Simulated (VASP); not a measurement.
# Pb (Fm-3m) in VASP: notebook, part 2 of 2

VASP 6.6.1. Earlier steps stand in the parts before.

**5. Single point, PBE**

Input file INCAR:

```
ALGO = Normal ; EDIFF = 1E-6
ENCUT = 520 ; GGA = PE
ISIF = 2 ; ISMEAR = 1
LASPH = T ; LCHARG = F
LREAL = F ; LWAVE = F
NBANDS = 13 ; NELM = 60
PREC = Accurate ; SIGMA = 0.3
```

Input file KPOINTS:

```
k-points
0
Gamma
  11 11 11
```

Input file POSCAR:

```
Pb
1.0
    0.0000000000      2.5175937382      2.5175937382
    2.5175937382      0.0000000000      2.5175937382
    2.5175937382      2.5175937382      0.0000000000
Pb
1
Direct
    0.0000000000      0.0000000000      0.0000000000
```

Potentials or basis: VASP PAW PBE potentials, release 64 (Pb_d).

Launch:

```bash
> cat potpaw_PBE.64/Pb_d/POTCAR > POTCAR
> mpirun -np 1 vasp_std > vasp.out
```

OUTCAR:

```text
EDIFF = 1E-6
   ENCUT = 520
   GGA = PE
   ISIF = 2
   ISMEAR = 1
   LASPH = T
   LREAL = F
   NELM = 60
   PREC = Accurate

 ion  position               nearest neighbor table
   1  0.000  0.000  0.000-

  LATTYP: Found a face centered cubic cell.
 ALAT       =     5.0351874764

  Lattice vectors:

 A1 = (   0.0000000000,   2.5175937382,   2.5175937382)
 A2 = (   2.5175937382,   0.0000000000,   2.5175937382)
 A3 = (   2.5175937382,   2.5175937382,   0.0000000000)

Analysis of symmetry for initial positions (statically):
=====================================================================
 Subroutine PRICEL returns:
 Original cell was already a primitive cell.

 Routine SETGRP: Setting up the symmetry group for a
 face centered cubic supercell.

 Subroutine GETGRP returns: Found 48 space group operations
 (whereof 48 operations were pure point group operations)
 out of a pool of 48 trial point group operations.

The static configuration has the point symmetry O_h .

Analysis of symmetry for dynamics (positions and initial velocities):
=====================================================================
 Subroutine PRICEL returns:
 Original cell was already a primitive cell.

 Routine SETGRP: Setting up the symmetry group for a
 face centered cubic supercell.

 Subroutine GETGRP returns: Found 48 space group operations
 (whereof 48 operations were pure point group operations)
 out of a pool of 48 trial point group operations.

The dynamic configuration has the point symmetry O_h .

 Subroutine INISYM returns: Found 48 space group operations
 (whereof 48 operations are pure point group operations),
 and found     1 'primitive' translations

----------------------------------------------------------------------------------------

                                     Primitive cell

  volume of cell :      31.9144

  direct lattice vectors                    reciprocal lattice vectors
     0.000000000  2.517593738  2.517593738    -0.198602337  0.198602337  0.198602337
     2.517593738  0.000000000  2.517593738     0.198602337 -0.198602337  0.198602337
     2.517593738  2.517593738  0.000000000     0.198602337  0.198602337 -0.198602337

  length of vectors
[... 111 lines left out ...]
 non-spin polarized calculation
 Methfessel and Paxton  Order N= 1 SIGMA  =   0.30
  energy-cutoff  :      520.00
  volume of cell :       31.91
 maximum number of plane-waves:       881
   NGX = 13   NGY = 13   NGZ = 13

 number of electron      14.0000003 magnetization

 Free energy of the ion-electron system (eV)
  ---------------------------------------------------
  ext. energy  EPLUGINS =         0.00000000
  ---------------------------------------------------
  free energy    TOTEN  =        -3.56422383 eV

  energy without entropy =       -3.56678443  energy(sigma->0) =       -3.56507736

 E-fermi :   6.7545     XC(G=0):  -9.9422

 val. band max:        6.6820219485   @ k =   0.3636   0.2727   0.0000
 cond. band min:       6.7733980525   @ k =   0.2727   0.0000   0.0000
 fundamental gap:      0.0913761040
 Fermi energy:         6.7545150991

 k-point     1 :       0.0000    0.0000    0.0000
  band No.  band energies     occupation
      1     -10.3207      2.00000
      2     -10.3207      2.00000
      3     -10.3207      2.00000
      4     -10.2018      2.00000
      5     -10.2018      2.00000
      6      -4.6966      2.00000
      7      13.7406      0.00000
      8      13.7406      0.00000
      9      13.7406      0.00000
     10      16.4486      0.00000
     11      17.4155      0.00000
     12      18.8364      0.00000
     13      18.8364      0.00000
[... 354 lines left out ...]
  band No.  band energies     occupation
      1     -10.3133      2.00000
      2     -10.2912      2.00000
      3     -10.2387      2.00000
      4     -10.2258      2.00000
      5     -10.1397      2.00000
      6      -3.1181      2.00000
      7       7.4166     -0.00774
      8       9.1371     -0.00000
      9      13.1556      0.00000
     10      16.2484      0.00000
     11      17.6025      0.00000
     12      18.7797      0.00000
     13      19.1804      0.00000

 [... further k-points ...]

------------------------ aborting loop because EDIFF is reached ----------------------------------------

  FORCE on cell =-STRESS in cart. coord.  units (eV):
  Direction    XX          YY          ZZ          XY          YZ          ZX
  --------------------------------------------------------------------------------------
  -------------------------------------------------------------------------------------
  Total       -0.0250976     -0.0250976     -0.0250976     -0.0000000     -0.0000000      0.0000000
  in kB       -1.2599568     -1.2599568     -1.2599568     -0.0000000     -0.0000000      0.0000000
  external PRESSURE =      -1.2599568 kB  Pullay stress =       0.0000000 kB

 VOLUME and BASIS-vectors are now :
 -----------------------------------------------------------------------------
  energy-cutoff  :      520.00
  volume of cell :       31.91
      direct lattice vectors                 reciprocal lattice vectors
     0.000000000  2.517593738  2.517593738    -0.198602337  0.198602337  0.198602337
     2.517593738  0.000000000  2.517593738     0.198602337 -0.198602337  0.198602337
     2.517593738  2.517593738  0.000000000     0.198602337  0.198602337 -0.198602337

 POSITION                                       TOTAL-FORCE (eV/Angst)
 -----------------------------------------------------------------------------------
      0.00000      0.00000      0.00000        -0.000000     -0.000000     -0.000000
 -----------------------------------------------------------------------------------
    total drift:                               -0.000000     -0.000000     -0.000000

  FREE ENERGIE OF THE ION-ELECTRON SYSTEM (eV)
  ---------------------------------------------------
  free  energy   TOTEN  =        -3.5642238295 eV

  energy  without entropy=       -3.5667844336  energy(sigma->0) =       -3.56507736
```

stdout:

```text
POSCAR found type information on POSCAR Pb
 POSCAR found :  1 types and       1 ions
 scaLAPACK will be used
 LDA part: xc-table for (Slater+PW92), standard interpolation
 POSCAR, INCAR and KPOINTS ok, starting setup
 FFT: planning ... GRIDC
 FFT: planning ... GRID_SOFT
 FFT: planning ... GRID
 WAVECAR not read
 entering main loop
```

Wall time 32 s (1 thread of AMD EPYC, shared host); peak memory 0.13 GiB.

Results:

| Item | Value |
| --- | --- |
| Free energy | -3.5642 eV |
| Pressure | -0.1 GPa |
| Band gap on the k mesh | zero (bands 7 and 8 overlap by 8.37 eV) |

Levels at points of the mesh, in eV from the Fermi level:
| k point | band 3 | band 4 | band 5 | band 6 | band 7 | band 8 | band 9 | band 10 | band 11 | band 12 |
| --- | --- | --- | --- | --- | --- | --- | --- | --- | --- | --- |
| (0.00, 0.00, 0.00) | -17.08 | -16.96 | -16.96 | -11.45 | 6.99 | 6.99 | 6.99 | 9.69 | 10.66 | 12.08 |

Caveat: so wide a smearing shifts energies and pressures; spin-orbit coupling is left out, which moves the levels of the heavy elements.

**6. The runs side by side**

```csv
smearing,gap on the mesh (eV),pressure (GPa)
methfessel-paxton 1 eV,none,0.0
methfessel-paxton 0.01 eV,none,-0.2
methfessel-paxton 0.1 eV,none,-0.2
methfessel-paxton 0.3 eV,none,-0.1
```

Alike in all rows: task single point; level PBE; potentials or basis VASP PAW PBE potentials, release 64 (Pb_d); no spin polarisation; cell as given; k mesh 11 × 11 × 11; cutoff (eV) 520.

Caveats: spin-orbit coupling is left out, which moves the levels of the heavy elements; so wide a smearing shifts energies and pressures (at least some runs).

Total energies depend on the potentials used, so only differences within one code and one set of settings carry meaning.

The gap in the log of VASP goes by the Fermi energy; the results here count the filled bands.